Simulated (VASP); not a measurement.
Set up this calculation in VASP 6.6.1, as the native input.

```
Task                   : single point
Functional             : PBEsol
Potentials or basis    : VASP PAW PBE potentials, release 64 (Ti_sv, O)
Cutoff                 : 520 eV
k mesh                 : 6 × 6 × 10
Occupations            : gaussian, width 0.02 eV
Spin                   : no spin polarisation
Dipole correction      : no
Further INCAR settings : ALGO = Normal; EDIFF = 1e-06; NBANDS = 33
```

The structure of TiO2 lies in POSCAR:

```
TiO2
1.0
    4.5915991500      0.0000000000      0.0000000000
    0.0000000000      4.5915991500      0.0000000000
    0.0000000000      0.0000000000      2.9390735211
Ti O
2 4
Direct
    0.0000000000      0.0000000000      0.0000000000
    0.5000000000      0.5000000000      0.5000000000
    0.3044221961      0.3044221961      0.0000000000
    0.1955778039      0.8044221961      0.5000000000
    0.6955778039      0.6955778039      0.0000000000
    0.8044221961      0.1955778039      0.5000000000
```

These files were run (other wordings do the same):

INCAR

```
SYSTEM = TiO2
PREC = Accurate ; ENCUT = 520
EDIFF = 1E-6 ; ISMEAR = 0
SIGMA = 0.02 ; LREAL = .FALSE.
LASPH = .TRUE. ; NELM = 80
ALGO = Normal ; ISIF = 2
LWAVE = .FALSE. ; LCHARG = .FALSE.
GGA = PS ; NBANDS = 33
```

KPOINTS

```
Automatic mesh
0
G
  6 6 10
  0 0 0
```

Potentials or basis: VASP PAW PBE potentials, release 64 (Ti_sv, O).

Command:

```bash
$ cat potpaw_PBE.64/Ti_sv/POTCAR potpaw_PBE.64/O/POTCAR > POTCAR
$ mpirun -np 1 vasp_std > vasp.out
```

It gave:

| Quantity | Value |
| --- | --- |
| Pressure | 0.6 GPa |
| Largest force | 0.022 eV/Å |
| Band gap on the k mesh | 1.84 eV |

Caveat: the PAW data sets were made with another functional, which shifts forces and pressure a little.

It took 3.2 min on 1 thread of AMD EPYC 7R13, on a shared host, peak memory 0.21 GiB.
